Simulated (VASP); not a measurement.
**Ba2SrP2: relaxation of cell and atoms with PBE**

The system is Ba2SrP2.

```
Ba Sr P
1.0
     4.72592    0.00000    0.00000
    -2.36296    4.09277    0.00000
     0.00000    0.00000    7.47154
Ba Sr P
2 1 2
Direct
  0.66667 0.33333 0.37000
  0.00000 0.00000 0.00000
  0.33333 0.66667 0.63000
  0.33333 0.66667 0.23500
  0.66667 0.33333 0.76500
```

```yaml
Program: VASP 6.6.1
Task: relaxation of cell and atoms
Functional: PBE
Potentials_or_basis: VASP PAW PBE potentials, release 64 (Ba_sv, Sr_sv, P)
Cutoff: 600 eV
k_mesh: 4 × 4 × 2
Occupations: gaussian, width 0.2 eV
Spin: no spin polarisation
Dipole_correction: no
Further_INCAR_settings: ALGO = Normal; EDIFF = 1e-06; IBRION = 2; EDIFFG = -0.08; NSW = 36; ISIF = 3
```

- Relaxed volume: 37.01 Å³/atom
- Relaxed cell: a = 5.088 Å, b = 5.088 Å, c = 8.256 Å, α = 90.00°, β = 90.00°, γ = 120.00°
- Space group after relaxing (to 0.1 Å): P3m1 (No. 156)
- Energy gained by relaxing: 253.4 meV/atom
- Ionic steps: 9
- Pressure after relaxing: -0.2 GPa
- Largest force after relaxing: 0.070 eV/Å
- Band gap on the k mesh: 1.31 eV

Forces in eV/Å, atoms in the order of the input:
```
Ba   0.000  0.000 -0.003
Ba   0.000  0.000  0.030
Sr   0.000  0.000  0.070
P    0.000  0.000 -0.055
P    0.000  0.000 -0.043
```

Stress tensor (GPa, compression positive):
```
-0.19  0.00  0.00
 0.00 -0.19  0.00
 0.00  0.00 -0.32
```

The path:
```
step  energy change (eV)  largest force (eV/Å)  pressure (GPa)  volume (Å³)
   1              0.0000                0.7852           11.90       144.52
   2             -1.0806                0.6534           -2.07       194.24
   3             -1.1678                0.6594            0.02       180.83
   4             -1.1679                0.6590           -0.12       181.61
   5             -1.2091                0.5210           -0.09       181.99
   6             -1.2625                0.1558            0.10       182.98
   7             -1.2633                0.1054            0.14       183.11
   8             -1.2666                0.0813           -0.12       184.44
   9             -1.2670                0.0703           -0.24       185.07
```

Final structure:
```
Ba Sr P
1.0
     5.08753    0.00000    0.00000
    -2.54377    4.40593    0.00000
     0.00000    0.00000    8.25625
Ba Sr P
2 1 2
Direct
  0.66667 0.33333 0.35371
  0.00000 0.00000 0.99671
  0.33333 0.66667 0.65097
  0.33333 0.66667 0.23735
  0.66667 0.33333 0.76126
```

Levels at points of the mesh, in eV from the valence-band top:
| k point | band 16 | band 17 | band 18 | band 19 | band 20 | band 21 | band 22 | band 23 | band 24 |
| --- | --- | --- | --- | --- | --- | --- | --- | --- | --- |
| (0.00, 0.00, 0.00) | -0.81 | -0.81 | -0.64 | -0.64 | -0.37 | 1.46 | 1.96 | 1.96 | 2.90 |
| (0.50, 0.00, 0.00) | -1.01 | -0.61 | -0.59 | -0.23 | 0.00 | 1.31 | 2.28 | 2.88 | 3.15 |
| (0.00, 0.00, 0.50) | -1.04 | -1.04 | -0.68 | -0.33 | -0.33 | 2.58 | 2.59 | 2.59 | 2.90 |
| (0.50, 0.00, 0.50) | -0.90 | -0.59 | -0.48 | -0.27 | -0.16 | 1.75 | 2.11 | 2.67 | 3.23 |

Run time: 2.4 min on 1 thread of Intel(R) Xeon(R) 6975P-C (Granite Rapids), with other jobs on the host, peak memory 0.32 GiB.

Caveat: the k points lie up to 0.38 Å⁻¹ apart in the final cell; the volume moved by over 15 % at a fixed basis, so the end points are rough; spin-orbit coupling is left out, which moves the levels of the heavy elements; the relaxation stopped at a loose force limit of 0.08 eV/Å, so its end isn't a converged minimum. A k mesh can miss the band edges.
